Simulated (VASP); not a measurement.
Here is a VASP 6.6.1 calculation.

INCAR

```
ALGO     = Normal         # electronic algorithm
EDIFF    = 1E-8           # SCF threshold, eV
ENCUT    = 520            # plane-wave cutoff, eV
GGA      = PE             # functional
ISIF     = 2              # what is computed and relaxed
ISMEAR   = -1             # smearing method
LASPH    = True           # aspherical terms in the spheres
LCHARG   = False          # write CHGCAR
LEFG     = True         
LREAL    = False          # projectors in reciprocal space
LWAVE    = False          # write WAVECAR
NBANDS   = 11             # bands
NELM     = 60             # most SCF steps
PREC     = Accurate       # precision mode
SIGMA    = 0.01           # smearing width, eV
```

Contents of KPOINTS:

```
k-points
0
Gamma
  8 8 8
```

Contents of POSCAR:

```
MgS
1.0
    0.0000000000      2.5929487644      2.5929487644
    2.5929487644      0.0000000000      2.5929487644
    2.5929487644      2.5929487644      0.0000000000
Mg S
1 1
Direct
    0.0000000000      0.0000000000      0.0000000000
    0.5000000000      0.5000000000      0.5000000000
```

Potentials or basis: VASP PAW PBE potentials, release 64 (Mg, S).

Launch:

```console
$ cat potpaw_PBE.64/Mg/POTCAR potpaw_PBE.64/S/POTCAR > POTCAR
$ mpirun -np 1 vasp_std > vasp.out
```

**Question.** Estimate the pressure.

**Answer.** 1.7 GPa.

**Question.** What does it give for the band gap on the k mesh?

**Answer.** 2.80 eV, indirect (least direct gap 3.79 eV).

Caveat: without QUAD_EFG the Cq values of the log hold for a quadrupole moment of 1 mb, not for the nuclei. A k mesh can miss the band edges.
